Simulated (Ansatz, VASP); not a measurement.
One calculation of WS2, two programs

```
W S
1.0
     2.91471    0.00000    0.00000
    -1.45736    2.52421    0.00000
     0.00000    0.00000   20.19068
W S
1 2
Direct
  0.33333 0.66667 0.00000
  0.66667 0.33333 0.90802
  0.66667 0.33333 0.09198
```

Alike in both runs: task single point; functional r2SCAN; k mesh 12 × 12 × 2; occupations gaussian, width 0.05 eV; no spin polarisation.

```csv
,VASP,Ansatz
version,VASP 6.6.1,Ansatz 0.2.0
potentials or method,"VASP PAW PBE potentials, release 64 (W_sv, S), cutoff 520 eV","scalar-relativistic, plane waves, PAW"
valence electrons in the cell,26,26
```

|  | VASP | Ansatz | Ansatz less VASP |
| --- | --- | --- | --- |
| gap on the k mesh at the Fermi level (eV) | 0.51 | 0.51 | -0.002 |
| least direct gap on the mesh (eV) | 1.33 | 1.33 | -0.003 |
| rms of the force components (eV/Å) | 1.556 | 1.566 | +0.0101 |

VASP's potentials were made for PBE, not for r2SCAN. Atom by atom the forces differ by 0.010 eV/Å (rms over components). With one functional, cell and mesh, what is left measures potentials, basis and numerics.

Spin-orbit coupling is off throughout.
